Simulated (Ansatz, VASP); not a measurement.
**ZnCuO: VASP beside Ansatz**

```
Zn Cu O
1.0
     3.70386    0.00000    0.00000
     0.00000    3.70386    0.00000
     0.00000    0.00000    5.71488
Zn Cu O
2 2 2
Direct
  0.50000 0.00000 0.13832
  0.00000 0.50000 0.86168
  0.50000 0.00000 0.57142
  0.00000 0.50000 0.42858
  0.50000 0.50000 0.00000
  0.00000 0.00000 0.00000
```

Change from the starting cell: species swapped into the HoBrO type (P4/nmm, No. 129).

Alike in both runs: functional PBE; k mesh 10 × 10 × 8; occupations gaussian, width 0.1 eV; no spin polarisation.

Ansatz relaxed the structure, and its values are those at the end. VASP's run is a single point on that final structure, the one shown.

|  | VASP | Ansatz |
| --- | --- | --- |
| version | VASP 6.6.1 | Ansatz 0.2.0 |
| potentials or method | VASP PAW PBE potentials, release 64 (Zn, Cu_sv_GW, O), cutoff 820 eV | scalar-relativistic, plane waves, PAW |
| valence electrons in the cell | 74 | 74 |

VASP gave:

| Quantity | Value |
| --- | --- |
| gap on the k mesh at the Fermi level (eV) | none |
| pressure (GPa) | 0.1 |
| rms of the force components (eV/Å) | 0.028 |

Task: What did Ansatz give for the same quantities?

Result: gap on the k mesh at the Fermi level (eV): none; pressure (GPa): 0.0; rms of the force components (eV/Å): 0.002.

A gap of «none» marks a metal or a gap that the smearing closes.
